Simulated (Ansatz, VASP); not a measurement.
## Two plane-wave programs on ScInS3

File INCAR:

```
SYSTEM = ScInS3
  PREC = Accurate
  ENCUT = 600
  EDIFF = 1E-6
  ISMEAR = 0
  SIGMA = 0.1
  LREAL = .False.
  LASPH = .True.
  NELM = 80
  ALGO = Normal
  ISIF = 3
  LWAVE = .False.
  LCHARG = .False.
  GGA = PE
  IBRION = 2
  NSW = 90
  EDIFFG = -0.04
```

File KPOINTS:

```
Automatic mesh
0
Gamma
  4 4 4
  0 0 0
```

Contents of POSCAR:

```
ScInS3
1.0
    4.3554606300      0.0000000000      0.0000000000
    0.0000000000      4.3554606300      0.0000000000
    0.0000000000      0.0000000000      5.8679577200
Sc In S
1 1 3
Direct
    0.5000000000      0.5000000000      0.7217770800
    0.0000000000      0.0000000000      0.0108211200
    0.5000000000      0.0000000000      0.2377544000
    0.0000000000      0.5000000000      0.2377544000
    0.0000000000      0.0000000000      0.5922929600
```

Input for Ansatz:

```yaml
crystal:
  lattice:
    - [4.35546063, 0.0, 0.0]
    - [0.0, 4.35546063, 0.0]
    - [0.0, 0.0, 5.86795772]
  atoms:
    - { symbol: Sc, position: [0.5, 0.5, 0.72177708] }
    - { symbol: In, position: [0.0, 0.0, 0.01082112] }
    - { symbol: S, position: [0.5, 0.0, 0.2377544] }
    - { symbol: S, position: [0.0, 0.5, 0.2377544] }
    - { symbol: S, position: [0.0, 0.0, 0.59229296] }
basis:
  ecutwfc: 420
kpoints:
  mp_grid: { grid: [4, 4, 4] }
hamiltonian:
  xc: pbe
scf:
  occupations: { method: gaussian, width: 0.1 }
  lower_state_search: "off"
output:
  forces: true
  stress: true
  eigenvalues: true
relax:
  adjacent_minimum: "off"
  f_tol: 0.04
  max_steps: 70
  cell: { stress_tol: 0.4 }
```

Change from the starting cell: species swapped into the CeSiPt3 type (P4mm, No. 99).

Alike in both runs: task relaxation of cell and atoms; functional PBE; k mesh 4 × 4 × 4; occupations gaussian, width 0.1 eV; no spin polarisation.

|  | VASP | Ansatz |
| --- | --- | --- |
| version | VASP 6.6.1 | Ansatz 0.2.0 |
| potentials or method | VASP PAW PBE potentials, release 64 (Sc_sv, In_d, S), cutoff 600 eV | scalar-relativistic, plane waves, PAW |
| valence electrons in the cell | 42 | 42 |

Ansatz gave:

| Item | Value |
| --- | --- |
| gap on the k mesh at the Fermi level, each at its own relaxed structure (eV) | none |
| relaxed volume (Å³/atom) | 25.67 |
| relaxed cell length with the largest relative difference (Å) | 4.507 |

Q: What did VASP give for the same quantities?

A: gap on the k mesh at the Fermi level, each at its own relaxed structure (eV): none; relaxed volume (Å³/atom): 25.74; relaxed cell length with the largest relative difference (Å): 4.512.

A gap of «none» marks a metal or a gap that the smearing closes.

The k mesh is coarse, so the values compare programs but aren't converged. Noted on VASP's run: the volume moved by over 15 % at a fixed basis, so the end points are rough.
